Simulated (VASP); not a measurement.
# K (Im-3m) in VASP: a series of runs

K is run at these levels: BLYP; tasks: single point, relaxation of cell and atoms.

Everything below comes from runs of VASP 6.6.1. Logs are shortened: lines on timing, memory, paths and dates and some standing lists are left out, and cuts for length are marked.

### 1 The cell of the first run

The structure is cubic, space group Im-3m (No. 229). Conventional cell: a = 5.177 Å, b = 5.177 Å, c = 5.177 Å, α = 90.00°, β = 90.00°, γ = 90.00°. Within 5.9 Å of K (site symmetry m-3m) lie 14 K at 4.48 to 5.18 Å.

### 2 Single point, BLYP (69.39 Å³/atom)

File INCAR:

```
PREC     = Accurate       # precision mode
ENCUT    = 520            # plane-wave cutoff, eV
EDIFF    = 1E-6           # SCF threshold, eV
ISMEAR   = -1             # smearing method
SIGMA    = 0.1            # smearing width, eV
LREAL    = False          # projectors in reciprocal space
LASPH    = True           # aspherical terms in the spheres
NELM     = 100            # most SCF steps
ALGO     = Normal         # electronic algorithm
ISIF     = 2              # what is computed and relaxed
LWAVE    = False          # write WAVECAR
LCHARG   = False          # write CHGCAR
GGA      = B5             # functional
ALDAX    = 1.0          
AGGAX    = 1.0          
AGGAC    = 1.0          
ALDAC    = 0.0          
NBANDS   = 10             # bands
```

File KPOINTS:

```
Automatic mesh
0
Gamma
  14 14 14
```

File POSCAR:

```
K
1.0
   -2.5887450449      2.5887450449      2.5887450449
    2.5887450449     -2.5887450449      2.5887450449
    2.5887450449      2.5887450449     -2.5887450449
K
1
Direct
    0.0000000000      0.0000000000      0.0000000000
```

Potentials or basis: VASP PAW PBE potentials, release 64 (K_sv).

Run with:

```sh
$ cat potpaw_PBE.64/K_sv/POTCAR > POTCAR
$ mpirun -np 1 vasp_std > vasp.out
```

OUTCAR:

```text
PREC = Accurate
   ENCUT = 520
   EDIFF = 1E-6
   ISMEAR = -1
   LREAL = False
   LASPH = True
   NELM = 100
   ISIF = 2
   GGA = B5

 ion  position               nearest neighbor table
   1  0.000  0.000  0.000-

  LATTYP: Found a body centered cubic cell.
 ALAT       =     5.1774900898

  Lattice vectors:

 A1 = (  -2.5887450449,   2.5887450449,   2.5887450449)
 A2 = (   2.5887450449,  -2.5887450449,   2.5887450449)
 A3 = (   2.5887450449,   2.5887450449,  -2.5887450449)

Analysis of symmetry for initial positions (statically):
=====================================================================
 Subroutine PRICEL returns:
 Original cell was already a primitive cell.

 Routine SETGRP: Setting up the symmetry group for a
 body centered cubic supercell.

 Subroutine GETGRP returns: Found 48 space group operations
 (whereof 48 operations were pure point group operations)
 out of a pool of 48 trial point group operations.

The static configuration has the point symmetry O_h .

Analysis of symmetry for dynamics (positions and initial velocities):
=====================================================================
 Subroutine PRICEL returns:
 Original cell was already a primitive cell.

 Routine SETGRP: Setting up the symmetry group for a
 body centered cubic supercell.

 Subroutine GETGRP returns: Found 48 space group operations
 (whereof 48 operations were pure point group operations)
 out of a pool of 48 trial point group operations.

The dynamic configuration has the point symmetry O_h .

 Subroutine INISYM returns: Found 48 space group operations
 (whereof 48 operations are pure point group operations),
 and found     1 'primitive' translations

----------------------------------------------------------------------------------------

                                     Primitive cell

  volume of cell :      69.3949

  direct lattice vectors                    reciprocal lattice vectors
    -2.588745045  2.588745045  2.588745045     0.000000000  0.193143779  0.193143779
     2.588745045 -2.588745045  2.588745045     0.193143779  0.000000000  0.193143779
     2.588745045  2.588745045 -2.588745045     0.193143779  0.193143779  0.000000000

  length of vectors
     4.483837946  4.483837946  4.483837946     0.273146551  0.273146551  0.273146551

  position of ions in fractional coordinates (direct lattice)
     0.000000000  0.000000000  0.000000000

  ion indices of the primitive-cell ions
   primitive index   ion index
                 1           1

----------------------------------------------------------------------------------------

 KPOINTS: Automatic mesh

Automatic generation of k-mesh.
 Grid dimensions read from file:
 generate k-points for:   14   14   14

 Generating k-lattice:

  Cartesian coordinates                     Fractional coordinates (reciprocal lattice)
     0.000000000  0.013795984  0.013795984     0.071428571  0.000000000  0.000000000
     0.013795984  0.000000000  0.013795984     0.000000000  0.071428571  0.000000000
     0.013795984  0.013795984  0.000000000     0.000000000  0.000000000  0.071428571

  Length of vectors
     0.019510468  0.019510468  0.019510468

  Shift w.r.t. Gamma in fractional coordinates (k-lattice)
     0.000000000  0.000000000  0.000000000

 Subroutine IBZKPT returns following result:
 ===========================================

 Found    104 irreducible k-points:

 Following reciprocal coordinates:
            Coordinates               Weight
  0.000000  0.000000  0.000000      1.000000
  0.071429  0.000000  0.000000     12.000000
  0.142857  0.000000  0.000000     12.000000
  0.214286  0.000000  0.000000     12.000000
  0.285714  0.000000  0.000000     12.000000
  0.357143  0.000000  0.000000     12.000000
[... 16 lines left out ...]
  0.285714  0.285714  0.000000     24.000000
  0.357143  0.285714 -0.000000     24.000000
 [... further k-points ...]
   k-points           NKPTS =    104   k-points in BZ     NKDIM =    104   number of bands    NBANDS=     10
   number of dos      NEDOS =    301   number of ions     NIONS =      1
   total plane-waves  NPLWV =  46656
   dimension x,y,z NGX =    36 NGY =   36 NGZ =   36
   dimension x,y,z NGXF=    72 NGYF=   72 NGZF=   72
   ions per type =               1
   NGX,Y,Z   is equivalent  to a cutoff of  13.35, 13.35, 13.35 a.u.
   NGXF,Y,Z  is equivalent  to a cutoff of  26.70, 26.70, 26.70 a.u.
 SYSTEM =  unknown system
   PREC   = accura    normal or accurate (medium, high low for compatibility)
   ISTART =      0    job   : 0-new  1-cont  2-samecut
   ICHARG =      2    charge: 1-file 2-atom 10-const
   ISPIN  =      1    spin polarized calculation?
   LNONCOLLINEAR =      F non collinear calculations
   LSORBIT =      F    spin-orbit coupling
   LASPH  =      T    aspherical Exc in radial PAW
   ENCUT  =  520.0 eV  38.22 Ry    6.18 a.u.   8.34  8.34  8.34*2*pi/ulx,y,z
   NELM   =    100;   NELMIN=  2; NELMDL= -5     # of ELM steps
   EDIFF  = 0.1E-05   stopping-criterion for ELM
   LREAL  =      F    real-space projection
   EDIFFG = 0.1E-04   stopping-criterion for IOM
   NSW    =      0    number of steps for IOM
   IBRION =     -1    ionic relax: 0-MD 1-quasi-New 2-CG
   NFREE  =      0    steps in history (QN), initial steepest desc. (CG)
   ISIF   =      2    stress and relaxation
   ISYM   =      2    0-nonsym 1-usesym 2-fastsym
   POTIM  = 0.5000    time-step for ionic-motion
   TEBEG  =    0.0;   TEEND  =   0.0 temperature during run
   PSTRESS=    0.0 pullay stress
   NELECT =       9.0000    total number of electrons
   NUPDOWN=      -1.0000    fix difference up-down
   EMIN   =  10.00;   EMAX   =-10.00  energy-range for DOS
   EFERMI =   0.00;   METHOD = LEGACY
   ISMEAR =    -1;   SIGMA  =   0.10  broadening in eV -4-tet -1-fermi 0-gaus
   EFERMI_NEDOS =   21; number of points for ismear=-14 and -15
   IALGO  =     38    algorithm
   IMIX   =      4    mixing-type and parameters
     AMIX     =   0.40;   BMIX     =  1.00
     AMIX_MAG =   1.60;   BMIX_MAG =  1.00
  volume/ion in A,a.u.               =      69.39       468.30
  Fermi-wavevector in a.u.,A,eV,Ry     =   0.828666  1.565952  9.342957  0.686688
  Thomas-Fermi vector in A             =   1.941081
   LORBIT       =      0    0 simple, 1 ext, 2 COOP (PROOUT), +10 PAW based schemes
   GGA     = B5    functional components
   LHFCALC =     F    Hartree Fock is set to
   AEXX    =    0.0000 exact exchange contribution
   IVDW    =     0    specifies the selected vdW correction
   LEPSILON=     F    determine dielectric tensor
   LRPA    =     F    only Hartree local field effects (RPA)
 non-spin polarized calculation
  energy-cutoff  :      520.00
  volume of cell :       69.39
 maximum number of plane-waves:      1898
 NGX is ok and might be reduce to    36
   NGX = 17   NGY = 17   NGZ = 17

 number of electron       8.9999999 magnetization

 Free energy of the ion-electron system (eV)
  ---------------------------------------------------
  ext. energy  EPLUGINS =         0.00000000
  ---------------------------------------------------
  free energy    TOTEN  =        -0.70987420 eV

  energy without entropy =       -0.68480096  energy(sigma->0) =       -0.69733758

 E-fermi :   0.4396     XC(G=0):  -5.4153

 val. band max:        0.4204500070   @ k =   0.2857   0.2143   0.0000
 cond. band min:       0.4553003176   @ k =   0.3571   0.0714   0.0714
 fundamental gap:      0.0348503105
 Fermi energy:         0.4395856809

 k-point     1 :       0.0000    0.0000    0.0000
  band No.  band energies     occupation
      1     -31.7989      2.00000
      2     -15.3285      2.00000
      3     -15.3285      2.00000
      4     -15.3285      2.00000
      5      -1.8116      2.00000
      6       4.5331      0.00000
      7       4.5331      0.00000
      8       4.5331      0.00000
      9       5.4766      0.00000
     10       5.4766      0.00000

 k-point     2 :       0.0714    0.0000    0.0000
  band No.  band energies     occupation
      1     -31.7986      2.00000
      2     -15.3327      2.00000
      3     -15.3299      2.00000
      4     -15.3285      2.00000
      5      -1.7445      2.00000
      6       4.4571      0.00000
      7       4.4590      0.00000
      8       4.5877      0.00000
      9       5.3655      0.00000
     10       5.4665      0.00000

 k-point     3 :       0.1429    0.0000    0.0000
  band No.  band energies     occupation
      1     -31.7979      2.00000
      2     -15.3444      2.00000
      3     -15.3338      2.00000
      4     -15.3285      2.00000
      5      -1.5455      2.00000
      6       4.1557      0.00000
      7       4.2649      0.00000
      8       4.7503      0.00000
      9       5.2434      0.00000
     10       5.4505      0.00000

 k-point     4 :       0.2143    0.0000    0.0000
  band No.  band energies     occupation
      1     -31.7968      2.00000
      2     -15.3611      2.00000
      3     -15.3394      2.00000
      4     -15.3285      2.00000
      5      -1.2221      2.00000
      6       3.6335      0.00000
      7       4.0267      0.00000
      8       5.0172      0.00000
      9       5.2608      0.00000
     10       5.4592      0.00000
[... 222 lines left out ...]
 k-point    22 :       0.3571    0.2143    0.0000
  band No.  band energies     occupation
      1     -31.7930      2.00000
      2     -15.3995      2.00000
      3     -15.3681      2.00000
      4     -15.3371      2.00000
      5       1.0237      0.00580
      6       1.6637      0.00001
      7       2.7665      0.00000
      8       4.9104      0.00000
      9       5.6453      0.00000
     10       5.8920      0.00000

 k-point    23 :       0.2857    0.2857    0.0000
  band No.  band energies     occupation
      1     -31.7929      2.00000
      2     -15.3949      2.00000
      3     -15.3727      2.00000
      4     -15.3382      2.00000
      5       0.9884      0.00824
      6       2.0211      0.00000
      7       2.4182      0.00000
      8       4.9715      0.00000
      9       5.4508      0.00000
     10       5.8792      0.00000

 k-point    24 :       0.3571    0.2857   -0.0000
  band No.  band energies     occupation
      1     -31.7927      2.00000
      2     -15.3916      2.00000
      3     -15.3789      2.00000
      4     -15.3387      2.00000
      5       1.5711      0.00002
      6       1.5828      0.00002
      7       2.2305      0.00000
      8       4.9135      0.00000
      9       5.5869      0.00000
     10       5.7082      0.00000

 [... further k-points ...]

------------------------ aborting loop because EDIFF is reached ----------------------------------------

  FORCE on cell =-STRESS in cart. coord.  units (eV):
  Direction    XX          YY          ZZ          XY          YZ          ZX
  --------------------------------------------------------------------------------------
  -------------------------------------------------------------------------------------
  Total        0.1404166      0.1404166      0.1404166     -0.0000000     -0.0000000      0.0000000
  in kB        3.2419115      3.2419115      3.2419115     -0.0000000     -0.0000000      0.0000000
  external PRESSURE =       3.2419115 kB  Pullay stress =       0.0000000 kB

 VOLUME and BASIS-vectors are now :
 -----------------------------------------------------------------------------
  energy-cutoff  :      520.00
  volume of cell :       69.39
      direct lattice vectors                 reciprocal lattice vectors
    -2.588745045  2.588745045  2.588745045     0.000000000  0.193143779  0.193143779
     2.588745045 -2.588745045  2.588745045     0.193143779  0.000000000  0.193143779
     2.588745045  2.588745045 -2.588745045     0.193143779  0.193143779  0.000000000

 POSITION                                       TOTAL-FORCE (eV/Angst)
 -----------------------------------------------------------------------------------
      0.00000      0.00000      0.00000         0.000000      0.000000      0.000000
 -----------------------------------------------------------------------------------
    total drift:                               -0.000000      0.000000      0.000000

  FREE ENERGIE OF THE ION-ELECTRON SYSTEM (eV)
  ---------------------------------------------------
  free  energy   TOTEN  =        -0.7098742003 eV

  energy  without entropy=       -0.6848009584  energy(sigma->0) =       -0.69733758
```

Run time: 59 s. Hardware: 1 thread of Intel Xeon Platinum 8488C (Sapphire Rapids), shared host; peak memory 0.23 GiB.

Results:

```yaml
Free_energy: -0.7099 eV
Pressure: 0.3 GPa
Band_gap_on_the_k_mesh: zero (an odd number of electrons rules out a gap without spin polarisation)
```

Caveat: the PAW data sets were made with another functional, which shifts forces and pressure a little.

### 3 Relaxation of cell and atoms, BLYP

This run uses another cell than the first one, of 71.32 Å³/atom.

File INCAR:

```
SYSTEM = K
AGGAC    = 1.0          
AGGAX    = 1.0          
ALDAC    = 0.0          
ALDAX    = 1.0          
ALGO     = Normal         ! electronic algorithm
EDIFF    = 1E-6           ! SCF threshold, eV
EDIFFG   = -0.01          ! ionic threshold
ENCUT    = 600            ! plane-wave cutoff, eV
GGA      = B5             ! functional
IBRION   = 2              ! ionic algorithm
ISIF     = 3              ! what is computed and relaxed
ISMEAR   = -1             ! smearing method
LASPH    = .True.         ! aspherical terms in the spheres
LCHARG   = .False.        ! write CHGCAR
LREAL    = .False.        ! projectors in reciprocal space
LWAVE    = .False.        ! write WAVECAR
NELM     = 60             ! most SCF steps
NSW      = 80             ! ionic steps
PREC     = Accurate       ! precision mode
SIGMA    = 0.1            ! smearing width, eV
```

File KPOINTS:

```
k-points
0
Gamma
  9 9 9
  0 0 0
```

File POSCAR:

```
K
1.0
   -2.6125000000      2.6125000000      2.6125000000
    2.6125000000     -2.6125000000      2.6125000000
    2.6125000000      2.6125000000     -2.6125000000
K
1
Direct
    0.0000000000      0.0000000000      0.0000000000
```

Potentials or basis: VASP PAW PBE potentials, release 64 (K_sv).

Run with:

```sh
$ cat potpaw_PBE.64/K_sv/POTCAR > POTCAR
$ mpirun -np 1 vasp_std > vasp.out
```

It took 92 s on 1 thread of Intel Xeon Platinum 8488C (Sapphire Rapids), shared host; peak memory 0.21 GiB.

Results (log left out):

```
Free energy                           : -0.7173 eV
Relaxed volume                        : 75.44 Å³/atom
Relaxed cell                          : a = 4.610 Å, b = 4.610 Å, c = 4.610 Å, α = 109.47°, β = 109.47°, γ = 109.47°
Space group after relaxing (to 0.1 Å) : Im-3m (No. 229)
Energy gained by relaxing             : 2.8 meV/atom
Ionic steps                           : 5
Pressure after relaxing               : 0.0 GPa
Band gap on the k mesh                : zero (an odd number of electrons rules out a gap without spin polarisation)
```

Step by step:
```
step  energy change (eV)  largest force (eV/Å)  pressure (GPa)  volume (Å³)
   1              0.0000                0.0000            0.21        71.32
   2             -0.0011                0.0000            0.15        72.30
   3             -0.0022                0.0000            0.09        73.59
   4             -0.0028                0.0000           -0.04        76.23
   5             -0.0028                0.0000            0.01        75.44
```

Final structure:
```cif
data_structure
_symmetry_space_group_name_H-M 'P 1'
_symmetry_Int_Tables_number 1
_cell_length_a 4.6103
_cell_length_b 4.6103
_cell_length_c 4.6103
_cell_angle_alpha 109.471
_cell_angle_beta 109.471
_cell_angle_gamma 109.471
_cell_volume 75.44
loop_
_atom_site_label
_atom_site_type_symbol
_atom_site_fract_x
_atom_site_fract_y
_atom_site_fract_z
_atom_site_occupancy
K1 K 0.00000 0.00000 0.00000 1
```

Levels at points of the mesh, in eV from the Fermi level:
| k point | band 1 | band 2 | band 3 | band 4 | band 5 | band 6 | band 7 | band 8 |
| --- | --- | --- | --- | --- | --- | --- | --- | --- |
| (0.00, 0.00, 0.00) | -32.29 | -15.82 | -15.82 | -15.82 | -2.14 | 4.01 | 4.01 | 4.01 |

Caveat: the PAW data sets were made with another functional, which shifts forces and pressure a little. BLYP gives volumes clearly too large for solids.

The gap in the log of VASP goes by the Fermi energy; the results here count the filled bands.